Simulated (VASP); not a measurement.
Crystal: CdS.

```xyz
2
Lattice="0.0000 2.9392 2.9392 3.1050 0.0000 2.9392 3.1050 2.9392 0.0000" Properties=species:S:1:pos:R:3 pbc="T T T"
Cd    0.0000    0.0000    0.0000
S     1.5525    1.4696    1.4696
```

This cell differs from its parent crystal: uniaxial x strain +5.6%.

Base run:

* Program: VASP 6.6.1
* Functional: HSE06
* Potentials or basis: VASP PAW PBE potentials, release 64 (Cd, S)
* Cutoff: 520 eV
* k mesh: 6 × 6 × 6
* Occupations: gaussian, width 0.01 eV
* Spin: no spin polarisation

Its results: band gap on the k mesh 1.90 eV, direct; pressure -2.6 GPa.

The run is repeated on the same cell with these changes: functional from HSE06 to r2SCAN; k mesh from 6 × 6 × 6 to 8 × 8 × 8. What comes out?

Band gap on the k mesh 1.34 eV, direct; pressure -2.8 GPa.

Several settings changed at once, so the effect can't be laid on one alone.

Caveats: the PAW data sets were made with another functional, which shifts forces and pressure a little.

